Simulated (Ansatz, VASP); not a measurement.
## ZrB, level by level in two programs

```xyz
2
Lattice="0.0000 2.3556 2.3556 2.3556 0.0000 2.3556 2.3556 2.3556 0.0000" Properties=species:S:1:pos:R:3 pbc="T T T"
Zr    0.0000    0.0000    0.0000
B     2.3556    2.3556    2.3556
```

Single points on this cell with VASP 6.6.1 and Ansatz 0.2.0. Each row is one pair of runs. Alike in all rows: spin: off; k mesh: 10 × 10 × 10.

```tsv
level	smearing	VASP's potentials, cutoff	Ansatz's potentials, cutoff	gap on the k mesh at the Fermi level (eV), VASP	gap on the k mesh at the Fermi level (eV), Ansatz	pressure (GPa), VASP	pressure (GPa), Ansatz
r2SCAN+rVV10	methfessel-paxton of order 1, width 0.05 eV	VASP PAW PBE potentials, release 64 (Zr_sv, B), 520 eV	JTH PAW, 990 eV	none	none	25.0	24.6
LDA	fermi-dirac, width 0.05 eV	VASP PAW LDA potentials, release 64 (Zr_sv, B), 520 eV	Ansatz PAW, 420 eV	none	none	15.7	15.2
PBE	fermi-dirac, width 0.05 eV	VASP PAW PBE potentials, release 64 (Zr_sv, B), 520 eV	Ansatz PAW, 420 eV	none	none	24.3	24.2
r2SCAN	fermi-dirac, width 0.05 eV	VASP PAW PBE potentials, release 64 (Zr_sv, B), 520 eV	Ansatz PAW, 500 eV	none	none	25.9	25.8
```

Pressure (GPa): the two programs differ by at most 0.42.

A gap of «none» marks a metal or a gap that the smearing closes.
